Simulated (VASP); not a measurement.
Here is a VASP 6.6.1 calculation.

Contents of INCAR:

```
SYSTEM = Si7W4
PREC = Accurate
ENCUT = 520
EDIFF = 1E-6
ISMEAR = 0
SIGMA = 0.05
LREAL = .False.
LASPH = .True.
NELM = 100
ALGO = Normal
ISIF = 2
LWAVE = .False.
LCHARG = .True.
GGA = PS
LELF = .True.
LVHAR = .True.
NBANDS = 53
```

File KPOINTS:

```
regular mesh
0
Gamma
  5 5 5
  0 0 0
```

POSCAR

```
Si7W4
1.0
   -3.2034200408      3.2034200408      7.8134584989
    1.6017100204     -1.6017100204      3.9067292494
    3.2034200408      3.2034200408     -7.8134584989
Si W
7 4
Direct
    0.1695027291      0.3321923038      0.0041015629
    0.3307992181      0.6536861196     -0.0064579863
    0.1712228527      0.3495472034      0.5000000000
    0.6654011662      0.3239891781     -0.0041015629
    0.8372572045      0.6666020923      0.0064579863
    0.6595661062      0.3400703651      0.5000000000
    0.8348373559      0.6686569220      0.5000000000
   -0.0061879457      0.0098696040      0.5000000000
   -0.0025514988     -0.0103846034      0.9938675029
    0.5039034654     -0.0014462720      0.5000000000
    0.5035809982      0.0018803907      1.0061324971
```

Potentials or basis: VASP PAW PBE potentials, release 64 (Si, W_sv).

Run with:

```sh
$ cat potpaw_PBE.64/Si/POTCAR potpaw_PBE.64/W_sv/POTCAR > POTCAR
$ mpirun -np 1 vasp_std > vasp.out
```

(1) Predict the band gap on the k mesh.

(2) What does it give for the largest force?

(3) Estimate the pressure.

Answers

(1) zero (band 42 reaches 10.34 eV, above the bottom of band 43 at 9.68 eV).

(2) 0.021 eV/Å.

(3) -3.1 GPa.

Caveat: the k points lie up to 0.42 Å⁻¹ apart; the cell differs from its parent crystal (one Si removed and a neighbour moved into its place, then relaxed in part); the PAW data sets were made with another functional, which shifts forces and pressure a little; spin-orbit coupling is left out, which moves the levels of the heavy elements.
